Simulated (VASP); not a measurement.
Input of a VASP 6.6.1 run:

Contents of POSCAR:

```
As
1.0
   -2.7036817400      0.0000000000     -2.7036817400
    0.0000000000     -2.7036817400     -2.7036817400
   -2.7036817400     -2.7036817400      0.0000000000
As
2
Direct
    0.2763515400      0.2271399200      0.2568997100
    0.7236484600      0.7728600800      0.7431002900
```

The input INCAR.step1:

```
PREC = Accurate
ENCUT = 520
EDIFF = 1E-5
ISMEAR = -1
SIGMA = 0.05
LREAL = F
LASPH = T
NELM = 100
ALGO = Normal
ISIF = 2
LWAVE = T
NBANDS = 12
GGA = PE
```

File INCAR.step2:

```
PREC = Accurate
ENCUT = 520
EDIFF = 1E-6
ISMEAR = -1
SIGMA = 0.05
LREAL = F
LASPH = T
NELM = 100
ALGO = Normal
ISIF = 2
LWAVE = F
LCHARG = T
GGA = PE
LHFCALC = T
AEXX = 0.25
HFSCREEN = 0.6
PRECFOCK = Normal
LELF = T
LVHAR = T
NBANDS = 12
ISTART = 1
```

File KPOINTS:

```
Automatic mesh
0
Gamma
  5 5 5
```

Potentials or basis: VASP PAW PBE potentials, release 64 (As).

The run is started by

```console
$ cat potpaw_PBE.64/As/POTCAR > POTCAR
$ cp INCAR.step1 INCAR
$ mpirun -np 1 vasp_std > vasp.out
$ cp INCAR.step2 INCAR
$ mpirun -np 1 vasp_std > vasp.out
```

Q: What does it give for the largest force?

A: 0.803 eV/Å.

Q: Estimate the pressure.

A: 2.4 GPa.

Stress tensor (GPa, compression positive):
```
 2.36 -1.52  0.24
-1.52  1.57 -0.11
 0.24 -0.11  3.17
```

Caveat: the PAW data sets were made with another functional, which shifts forces and pressure a little.
